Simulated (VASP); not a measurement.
Set up this calculation in VASP 6.6.1, as the native input.

```
Task                   : single point
Functional             : r2SCAN
Potentials or basis    : VASP PAW PBE potentials, release 64 (Rb_sv, Br)
Cutoff                 : 520 eV
k mesh                 : 6 × 6 × 6
Occupations            : gaussian, width 0.01 eV
Spin                   : no spin polarisation
Dipole correction      : no
Further INCAR settings : ALGO = Normal; EDIFF = 1e-06; NBANDS = 15
```

RbBr:

```
CELL_PARAMETERS angstrom
4.09820 0.12920 0.12920
0.12920 4.09820 0.12920
0.12920 0.12920 4.09820
ATOMIC_POSITIONS crystal
Rb 0.00000 0.00000 0.00000
Br 0.50000 0.50000 0.50000
```

This cell differs from its parent crystal: epitaxial 111 strain -3.9%.

The input as run:

POSCAR

```
RbBr
1.0
    4.0982043437      0.1292028931      0.1292028931
    0.1292028931      4.0982043437      0.1292028931
    0.1292028931      0.1292028931      4.0982043437
Rb Br
1 1
Direct
    0.0000000000      0.0000000000      0.0000000000
    0.5000000000      0.5000000000      0.5000000000
```

INCAR.step1

```
SYSTEM = RbBr
ALGO = Normal ; EDIFF = 1E-4
ENCUT = 520 ; GGA = PE
ISMEAR = 0 ; LASPH = .TRUE.
LCHARG = .FALSE. ; LREAL = .FALSE.
LWAVE = .TRUE. ; NBANDS = 15
NELM = 100 ; PREC = Accurate
SIGMA = 0.01
```

INCAR.step2

```
SYSTEM = RbBr
ALGO = Normal ; EDIFF = 1E-6
ENCUT = 520 ; ISIF = 2
ISMEAR = 0 ; ISTART = 1
LASPH = .TRUE. ; LCHARG = .FALSE.
LMIXTAU = .TRUE. ; LREAL = .FALSE.
LWAVE = .FALSE. ; METAGGA = R2SCAN
NBANDS = 15 ; NELM = 100
PREC = Accurate ; SIGMA = 0.01
```

KPOINTS

```
k-points
0
G
  6 6 6
  0 0 0
```

Potentials or basis: VASP PAW PBE potentials, release 64 (Rb_sv, Br).

Launch:

```console
$ cat potpaw_PBE.64/Rb_sv/POTCAR potpaw_PBE.64/Br/POTCAR > POTCAR
$ cp INCAR.step1 INCAR
$ mpirun -np 1 vasp_std > vasp.out
$ cp INCAR.step2 INCAR
$ mpirun -np 1 vasp_std > vasp.out
```

Results of the run:

```json
{"Pressure": "0.7 GPa", "Band gap on the k mesh": "4.93 eV, indirect (least direct gap 5.03 eV)"}
```

Caveat: the cell differs from its parent crystal (epitaxial 111 strain -3.9%); the PAW data sets were made with another functional, which shifts forces and pressure a little.

It took 38 s on 1 thread of Intel(R) Xeon(R) 6975P-C (Granite Rapids), with other jobs on the host, peak memory 0.19 GiB.
